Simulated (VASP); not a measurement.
## InSb: vibrations by perturbation theory with PBE

InSb:

```
In Sb
1.0
     0.00000    3.35203    3.35203
     3.35203    0.00000    3.35203
     3.35203    3.35203    0.00000
In Sb
1 1
Cartesian
  0.0000 0.0000 0.0000
  5.0281 5.0281 5.0281
```

```
Program                : VASP 6.6.1
Task                   : vibrations by perturbation theory
Functional             : PBE
Potentials or basis    : VASP PAW PBE potentials, release 64 (In_d, Sb)
Cutoff                 : 520 eV
k mesh                 : 12 × 12 × 12
Occupations            : fermi-dirac, width 0.15 eV
Spin                   : no spin polarisation
Dipole correction      : no
Further INCAR settings : ALGO = Normal; EDIFF = 1e-08; IBRION = 8; NSW = 1
```

```
Highest phonon frequency at Γ, LO-TO splitting left out : 157 cm⁻¹
```

Phonon frequencies in cm⁻¹ (negative: imaginary):
| q point | frequencies |
| --- | --- |
| (0.000, 0.000, 0.000) | 0 0 0 157 157 157 |

It took 16 min on 1 thread of Intel(R) Xeon(R) Platinum 8259CL CPU @ 2.50GHz (Skylake/Cascade Lake), on a shared host, peak memory 0.74 GiB.

Caveat: the cell stands under pressure or tension, which shifts response properties.
